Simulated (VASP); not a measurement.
**CsPbBr3: single point with PBE**

The system is CsPbBr3.

```
Cs Pb Br
1.0
     5.60500    0.00000    0.00000
     0.00000    5.60500    0.00000
     0.00000    0.00000    5.60500
Cs Pb Br
1 1 3
Cartesian
  0.0000 0.0000 0.0000
  2.8025 2.8025 2.8025
  0.0000 2.8025 2.8025
  2.8025 0.0000 2.8025
  2.8025 2.8025 0.0000
```

* Program: VASP 6.6.1
* Task: single point
* Functional: PBE
* Potentials or basis: VASP PAW PBE potentials, release 64 (Cs_sv, Pb_d, Br)
* Cutoff: 520 eV
* k mesh: 4 × 4 × 4
* Occupations: gaussian, width 0.1 eV
* Spin: no spin polarisation
* Dipole correction: no
* Further INCAR settings: ALGO = Normal; EDIFF = 1e-06; NBANDS = 30

* Pressure: 6.4 GPa
* Band gap on the k mesh: 0.84 eV, direct

Levels at points of the mesh, in eV from the valence-band top:
| k point | band 18 | band 19 | band 20 | band 21 | band 22 | band 23 | band 24 | band 25 | band 26 | band 27 |
| --- | --- | --- | --- | --- | --- | --- | --- | --- | --- | --- |
| (0.00, 0.00, 0.00) | -3.32 | -3.32 | -3.11 | -3.11 | -3.11 | 2.21 | 2.99 | 2.99 | 3.80 | 3.80 |
| (0.50, 0.00, 0.00) | -3.47 | -3.47 | -3.29 | -3.29 | -1.99 | 2.16 | 3.78 | 4.26 | 4.37 | 4.43 |
| (0.50, 0.50, 0.00) | -3.60 | -3.60 | -3.23 | -2.70 | -0.98 | 1.55 | 1.55 | 4.38 | 4.56 | 4.78 |
| (0.50, 0.50, 0.50) | -3.22 | -2.68 | -2.68 | -2.68 | 0.00 | 0.84 | 0.84 | 0.84 | 3.65 | 4.32 |

It took 33 s on 1 thread of Intel(R) Xeon(R) Platinum 8488C (Sapphire Rapids), with other jobs on the host, peak memory 0.27 GiB.

Caveat: spin-orbit coupling is left out, which moves the levels of the heavy elements. A k mesh can miss the band edges.
